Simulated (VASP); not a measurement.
# AgGeI6 (P-1) in VASP: single point with r2SCAN

Aim: the single point of AgGeI6 with r2SCAN.

Program: VASP 6.6.1. These are calculated values, not measurements. Logs are shortened: lines on timing, memory, paths and dates and some standing lists are left out, and cuts for length are marked.

## Step 1: The cell of the first run

The typed cell holds 8 atoms: a = 7.075 Å, b = 7.182 Å, c = 7.474 Å, α = 116.63°, β = 89.37°, γ = 117.19°.

## Step 2: Single point, r2SCAN

The input, POSCAR:

```
AgGeI6
1.0
    7.0747660360      0.0872868697      0.0436874127
   -3.3609837244      6.3468982352      0.0201538003
    0.0887690512     -3.7650347839      6.4562505146
I Ag Ge
6 1 1
Direct
    0.2561350226      0.8351937138      0.7466486819
    0.7438649774      0.1648062862      0.2533513181
    0.5649204611      0.4579520203      0.7369410398
    0.4350795389      0.5420479797      0.2630589602
    0.8989577175      0.1600370565      0.7514857024
    0.1010422825      0.8399629435      0.2485142976
    0.0000000000      0.0000000000      0.0000000000
    0.5000000000      0.0000000000      0.5000000000
```

The input, INCAR.step1:

```
ALGO = Normal
EDIFF = 1E-4
ENCUT = 520
GGA = PE
ISMEAR = -1
LASPH = True
LCHARG = False
LREAL = False
LWAVE = True
NBANDS = 44
NELM = 80
PREC = Accurate
SIGMA = 0.1007
```

The input, INCAR.step2:

```
ALGO = Normal
EDIFF = 1E-7
ENCUT = 520
ISIF = 2
ISMEAR = -1
ISTART = 1
LASPH = True
LCHARG = False
LMIXTAU = True
LREAL = False
LWAVE = False
METAGGA = R2SCAN
NBANDS = 44
NELM = 80
PREC = Accurate
SIGMA = 0.1007
```

The input, KPOINTS:

```
Automatic mesh
0
Gamma
  3 3 3
  0 0 0.5
```

Potentials or basis: VASP PAW PBE potentials, release 64 (I, Ag, Ge_d).

Launch:

```
$ cat potpaw_PBE.64/I/POTCAR potpaw_PBE.64/Ag/POTCAR potpaw_PBE.64/Ge_d/POTCAR > POTCAR
$ cp INCAR.step1 INCAR
$ mpirun -np 1 vasp_std > vasp.out
$ cp INCAR.step2 INCAR
$ mpirun -np 1 vasp_std > vasp.out
```

OUTCAR:

```text
EDIFF = 1E-7
   ENCUT = 520
   ISIF = 2
   ISMEAR = -1
   ISTART = 1
   LASPH = True
   LREAL = False
   METAGGA = R2SCAN
   NELM = 80
   PREC = Accurate

 ion  position               nearest neighbor table
   1  0.256  0.835  0.747-   8 2.79   7 2.85
   2  0.744  0.165  0.253-   8 2.79   7 2.85
   3  0.565  0.458  0.737-   8 2.75   7 3.29
   4  0.435  0.542  0.263-   8 2.75   7 3.29
   5  0.899  0.160  0.751-   7 2.82   8 2.83
   6  0.101  0.840  0.249-   7 2.82   8 2.83
   7  0.000  0.000  0.000-   5 2.82   6 2.82   1 2.85   2 2.85   4 3.29   3 3.29
   8  0.500  0.000  0.500-   3 2.75   4 2.75   1 2.79   2 2.79   5 2.83   6 2.83

  LATTYP: Found a triclinic cell.
 ALAT       =     7.1819032978
 B/A-ratio  =     0.9851760822
 C/A-ratio  =     1.0407258091
 COS(alpha) =     0.0109944853
 COS(beta)  =     0.4482929202
 COS(gamma) =     0.4570153842

  Lattice vectors:

 A1 = (   3.3609837244,  -6.3468982352,  -0.0201538003)
 A2 = (   7.0747660360,   0.0872868697,   0.0436874127)
 A3 = (   0.0887690512,  -3.7650347839,   6.4562505146)

Analysis of symmetry for initial positions (statically):
=====================================================================
 Subroutine PRICEL returns:
 Original cell was already a primitive cell.

 Routine SETGRP: Setting up the symmetry group for a
 triclinic supercell.

 Subroutine GETGRP returns: Found  2 space group operations
 (whereof  2 operations were pure point group operations)
 out of a pool of  2 trial point group operations.

The static configuration has the point symmetry S_2 .

Analysis of symmetry for dynamics (positions and initial velocities):
=====================================================================
 Subroutine PRICEL returns:
 Original cell was already a primitive cell.

 Routine SETGRP: Setting up the symmetry group for a
 triclinic supercell.

 Subroutine GETGRP returns: Found  2 space group operations
 (whereof  2 operations were pure point group operations)
 out of a pool of  2 trial point group operations.

The dynamic configuration has the point symmetry S_2 .

 Subroutine INISYM returns: Found  2 space group operations
 (whereof  2 operations are pure point group operations),
 and found     1 'primitive' translations

----------------------------------------------------------------------------------------

                                     Primitive cell

  volume of cell :     292.8631

  direct lattice vectors                    reciprocal lattice vectors
     7.074766036  0.087286870  0.043687413     0.140178264  0.074099946  0.041284857
    -3.360983724  6.346898235  0.020153800    -0.002485907  0.155951977  0.090979321
     0.088769051 -3.765034784  6.456250515    -0.000940782 -0.000988230  0.154325299

  length of vectors
     7.075439354  7.181903298  7.474392121     0.163845009  0.180566984  0.154331331

  position of ions in fractional coordinates (direct lattice)
     0.256135023  0.835193714  0.746648682
     0.743864977  0.164806286  0.253351318
     0.564920461  0.457952020  0.736941040
     0.435079539  0.542047980  0.263058960
     0.898957717  0.160037057  0.751485702
     0.101042283  0.839962943  0.248514298
     0.000000000  0.000000000  0.000000000
     0.500000000  0.000000000  0.500000000

  ion indices of the primitive-cell ions
   primitive index   ion index
                 1           1
                 2           2
                 3           3
                 4           4
                 5           5
                 6           6
                 7           7
                 8           8

----------------------------------------------------------------------------------------

 KPOINTS: Automatic mesh

Automatic generation of k-mesh.
 Grid dimensions read from file:
 generate k-points for:    3    3    3

 Generating k-lattice:

  Cartesian coordinates                     Fractional coordinates (reciprocal lattice)
     0.046726088  0.024699982  0.013761619     0.333333333  0.000000000 -0.000000000
    -0.000828636  0.051983992  0.030326440     0.000000000  0.333333333 -0.000000000
    -0.000313594 -0.000329410  0.051441766    -0.000000000  0.000000000  0.333333333

  Length of vectors
     0.054615003  0.060188995  0.051443777

  Shift w.r.t. Gamma in fractional coordinates (k-lattice)
     0.000000000  0.000000000  0.500000000

 Subroutine IBZKPT returns following result:
 ===========================================

 Found     14 irreducible k-points:

 Following reciprocal coordinates:
            Coordinates               Weight
  0.000000 -0.000000  0.166667      2.000000
  0.333333  0.000000  0.166667      2.000000
 -0.333333 -0.000000  0.166667      2.000000
  0.000000  0.333333  0.166667      2.000000
  0.333333  0.333333  0.166667      2.000000
 -0.333333  0.333333  0.166667      2.000000
 -0.000000 -0.333333  0.166667      2.000000
  0.333333 -0.333333  0.166667      2.000000
 -0.333333 -0.333333  0.166667      2.000000
  0.000000 -0.000000  0.500000      1.000000
  0.333333  0.000000  0.500000      2.000000
  0.000000  0.333333  0.500000      2.000000
  0.333333  0.333333  0.500000      2.000000
 -0.333333  0.333333  0.500000      2.000000
   k-points           NKPTS =     14   k-points in BZ     NKDIM =     14   number of bands    NBANDS=     44
   number of dos      NEDOS =    301   number of ions     NIONS =      8
   total plane-waves  NPLWV = 163296
   dimension x,y,z NGX =    54 NGY =   54 NGZ =   56
   dimension x,y,z NGXF=   108 NGYF=  108 NGZF=  112
   ions per type =               6   1   1
   NGX,Y,Z   is equivalent  to a cutoff of  12.69, 12.50, 12.46 a.u.
   NGXF,Y,Z  is equivalent  to a cutoff of  25.38, 25.00, 24.91 a.u.
 SYSTEM =  unknown system
   PREC   = accura    normal or accurate (medium, high low for compatibility)
   ISTART =      1    job   : 0-new  1-cont  2-samecut
   ICHARG =      0    charge: 1-file 2-atom 10-const
   ISPIN  =      1    spin polarized calculation?
   LNONCOLLINEAR =      F non collinear calculations
   LSORBIT =      F    spin-orbit coupling
   LASPH  =      T    aspherical Exc in radial PAW
   ENCUT  =  520.0 eV  38.22 Ry    6.18 a.u.  13.16 13.35 13.90*2*pi/ulx,y,z
   NELM   =     80;   NELMIN=  2; NELMDL=  0     # of ELM steps
   EDIFF  = 0.1E-06   stopping-criterion for ELM
   LREAL  =      F    real-space projection
   EDIFFG = 0.1E-05   stopping-criterion for IOM
   NSW    =      0    number of steps for IOM
   IBRION =     -1    ionic relax: 0-MD 1-quasi-New 2-CG
   NFREE  =      0    steps in history (QN), initial steepest desc. (CG)
   ISIF   =      2    stress and relaxation
   ISYM   =      2    0-nonsym 1-usesym 2-fastsym
   POTIM  = 0.5000    time-step for ionic-motion
   TEBEG  =    0.0;   TEEND  =   0.0 temperature during run
   PSTRESS=    0.0 pullay stress
   NELECT =      67.0000    total number of electrons
   NUPDOWN=      -1.0000    fix difference up-down
   EMIN   =  10.00;   EMAX   =-10.00  energy-range for DOS
   EFERMI =   0.00;   METHOD = LEGACY
   ISMEAR =    -1;   SIGMA  =   0.10  broadening in eV -4-tet -1-fermi 0-gaus
   EFERMI_NEDOS =   21; number of points for ismear=-14 and -15
   IALGO  =     38    algorithm
   IMIX   =      4    mixing-type and parameters
     AMIX     =   0.40;   BMIX     =  1.00
     AMIX_MAG =   1.60;   BMIX_MAG =  1.00
  volume/ion in A,a.u.               =      36.61       247.04
  Fermi-wavevector in a.u.,A,eV,Ry     =   1.001255  1.892098 13.640009  1.002512
  Thomas-Fermi vector in A             =   2.133665
   LORBIT       =      0    0 simple, 1 ext, 2 COOP (PROOUT), +10 PAW based schemes
   METAGGA = R2SCAN    functional components
   LHFCALC =     F    Hartree Fock is set to
   AEXX    =    0.0000 exact exchange contribution
   IVDW    =     0    specifies the selected vdW correction
   LEPSILON=     F    determine dielectric tensor
   LRPA    =     F    only Hartree local field effects (RPA)
 non-spin polarized calculation
  energy-cutoff  :      520.00
  volume of cell :      292.86
 maximum number of plane-waves:      7898
 NGX is ok and might be reduce to    54
   NGX = 27   NGY = 27   NGZ = 27

 number of electron      67.0000011 magnetization

 Free energy of the ion-electron system (eV)
  ---------------------------------------------------
  ext. energy  EPLUGINS =         0.00000000
  ---------------------------------------------------
  free energy    TOTEN  =      -183.20111780 eV

  energy without entropy =     -183.01030562  energy(sigma->0) =     -183.10571171

 E-fermi :   2.7244     XC(G=0):  -8.9183

 val. band max:        2.6690542743   @ k =  -0.3333  -0.0000   0.1667
 cond. band min:       2.7494107651   @ k =  -0.0000  -0.3333   0.1667
 fundamental gap:      0.0803564908
 Fermi energy:         2.7243795202

 k-point     1 :       0.0000   -0.0000    0.1667
  band No.  band energies     occupation
      1     -23.0551      2.00000
      2     -23.0369      2.00000
      3     -23.0307      2.00000
      4     -23.0188      2.00000
      5     -23.0108      2.00000
      6     -10.6412      2.00000
[... 36 lines left out ...]
     43      10.1776      0.00000
     44      10.5121      0.00000

 k-point     2 :       0.3333    0.0000    0.1667
  band No.  band energies     occupation
      1     -23.0551      2.00000
      2     -23.0369      2.00000
      3     -23.0307      2.00000
      4     -23.0188      2.00000
      5     -23.0108      2.00000
      6     -10.4580      2.00000
[... 36 lines left out ...]
     43      10.0597      0.00000
     44      10.1151      0.00000

 k-point     3 :      -0.3333   -0.0000    0.1667
  band No.  band energies     occupation
      1     -23.0551      2.00000
      2     -23.0369      2.00000
      3     -23.0307      2.00000
      4     -23.0188      2.00000
      5     -23.0108      2.00000
      6     -10.5058      2.00000
[... 506 lines left out ...]
     43       9.8728      0.00000
     44      10.2173      0.00000

 k-point    14 :      -0.3333    0.3333    0.5000
  band No.  band energies     occupation
      1     -23.0551      2.00000
      2     -23.0369      2.00000
      3     -23.0307      2.00000
      4     -23.0188      2.00000
      5     -23.0108      2.00000
      6     -10.3532      2.00000
[... 36 lines left out ...]
     43       9.9294      0.00000
     44      10.3137      0.00000

------------------------ aborting loop because EDIFF is reached ----------------------------------------

  FORCE on cell =-STRESS in cart. coord.  units (eV):
  Direction    XX          YY          ZZ          XY          YZ          ZX
  --------------------------------------------------------------------------------------
  -------------------------------------------------------------------------------------
  Total       -0.1206397     -0.0660894     -0.0976769     -0.0151780      0.0256558      0.0059733
  in kB       -0.6599881     -0.3615577     -0.5343646     -0.0830348      0.1403563      0.0326786
  external PRESSURE =      -0.5186368 kB  Pullay stress =       0.0000000 kB

 VOLUME and BASIS-vectors are now :
 -----------------------------------------------------------------------------
  energy-cutoff  :      520.00
  volume of cell :      292.86
      direct lattice vectors                 reciprocal lattice vectors
     7.074766036  0.087286870  0.043687413     0.140178264  0.074099946  0.041284857
    -3.360983724  6.346898235  0.020153800    -0.002485907  0.155951977  0.090979321
     0.088769051 -3.765034784  6.456250515    -0.000940782 -0.000988230  0.154325299

 POSITION                                       TOTAL-FORCE (eV/Angst)
 -----------------------------------------------------------------------------------
     -0.92870      2.51209      4.84857        -0.005295      0.001755      0.001584
      4.73125      0.15706      1.67152         0.005295     -0.001755     -0.001584
      2.52293      0.18128      4.79179         0.003497     -0.002429      0.000352
      1.27962      2.48787      1.72831        -0.003497      0.002429     -0.000352
      5.88874     -1.73516      4.89428         0.001157     -0.003181      0.001810
     -2.08619      4.40431      1.62581        -0.001157      0.003181     -0.001810
      0.00000      0.00000      0.00000         0.000000      0.000000     -0.000000
      3.58177     -1.83887      3.24997         0.000000      0.000000     -0.000000
 -----------------------------------------------------------------------------------
    total drift:                                0.000000     -0.000000      0.000000

  FREE ENERGIE OF THE ION-ELECTRON SYSTEM (eV)
  ---------------------------------------------------
  free  energy   TOTEN  =      -183.2011178024 eV

  energy  without entropy=     -183.0103056163  energy(sigma->0) =     -183.10571171
```

It took 7.8 min on 1 thread of Intel Xeon 6975P-C (Granite Rapids), shared host; peak memory 0.54 GiB.

Results:

| Item | Value |
| --- | --- |
| Free energy | -183.2011 eV |
| Pressure | -0.1 GPa |
| Largest force | 0.006 eV/Å |
| Band gap on the k mesh | zero (an odd number of electrons rules out a gap without spin polarisation) |

Forces in eV/Å, atoms in the order of the input:
```
I   -0.005  0.002  0.002
I    0.005 -0.002 -0.002
I    0.003 -0.002  0.000
I   -0.003  0.002  0.000
I    0.001 -0.003  0.002
I   -0.001  0.003 -0.002
Ag   0.000  0.000  0.000
Ge   0.000  0.000  0.000
```

Caveat: the PAW data sets were made with another functional, which shifts forces and pressure a little; spin-orbit coupling is left out, which moves the levels of the heavy elements; an odd number of electrons without spin polarisation forces a metal; a magnetic or distorted state may lie lower.

The gap in the log of VASP goes by the Fermi energy; the results here count the filled bands.